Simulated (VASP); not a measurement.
Set up this calculation in VASP 6.6.1, as the native input.

- Task: single point
- Functional: r2SCAN
- Potentials or basis: VASP PAW PBE potentials, release 64 (Al, Pt)
- Cutoff: 520 eV
- k mesh: 11 × 11 × 11
- Occupations: fermi-dirac, width 0.05 eV
- Spin: collinear spin
- Starting moments: [0.0, 0.5] μB
- Fixed moment: 0.5 μB
- Dipole correction: no
- Further INCAR settings: ALGO = Normal; EDIFF = 1e-07; NBANDS = 18

AlPt:

```xyz
2
Lattice="3.0915 0.0000 0.0000 0.0000 3.0915 0.0000 0.0000 0.0000 3.0915" Properties=species:S:1:pos:R:3 pbc="T T T"
Al    0.0000    0.0000    0.0000
Pt    1.5458    1.5458    1.5458
```

One way to write it, as run:

POSCAR

```
AlPt
1.0
    3.0915460000      0.0000000000      0.0000000000
    0.0000000000      3.0915460000      0.0000000000
    0.0000000000      0.0000000000      3.0915460000
Al Pt
1 1
Direct
    0.0000000000      0.0000000000      0.0000000000
    0.5000000000      0.5000000000      0.5000000000
```

INCAR.step1

```
  PREC = Accurate
  ENCUT = 520
  ISMEAR = -1
  SIGMA = 0.05
  LREAL = F
  LASPH = T
  NELM = 150
  ISPIN = 2
  MAGMOM = 0 0.5
  NUPDOWN = 0.5
  LMAXMIX = 4
  NBANDS = 18
  GGA = PE
  ALGO = Normal
  EDIFF = 1E-4
  LWAVE = T
  LCHARG = F
```

INCAR.step2

```
  PREC = Accurate
  ENCUT = 520
  EDIFF = 1E-7
  ISMEAR = -1
  SIGMA = 0.05
  LREAL = F
  LASPH = T
  NELM = 150
  ALGO = Normal
  ISIF = 2
  LWAVE = F
  LCHARG = F
  ISPIN = 2
  MAGMOM = 0 0.5
  LORBIT = 11
  NUPDOWN = 0.5
  LMAXMIX = 4
  METAGGA = R2SCAN
  LMIXTAU = T
  NBANDS = 18
  ISTART = 1
```

KPOINTS

```
regular mesh
0
Gamma
  11 11 11
```

Potentials or basis: VASP PAW PBE potentials, release 64 (Al, Pt).

Launch:

```console
$ cat potpaw_PBE.64/Al/POTCAR potpaw_PBE.64/Pt/POTCAR > POTCAR
$ cp INCAR.step1 INCAR
$ mpirun -np 1 vasp_std > vasp.out
$ cp INCAR.step2 INCAR
$ mpirun -np 1 vasp_std > vasp.out
```

Results of the run:

The pressure is -4.5 GPa and the net moment is 0.50 μB per cell. The site moments are Al +0.05; Pt +0.34 μB and the valence electrons inside the program's atomic spheres are Al 0.72; Pt 9.46.

Caveat: the cell stands under tension; the PAW data sets were made with another functional, which shifts forces and pressure a little; the total moment is fixed, so each spin has its own Fermi level and the state may be an excited one.

Run time: 2.3 min on 1 thread of Intel Xeon 8259CL, on a shared host, peak memory 0.19 GiB.
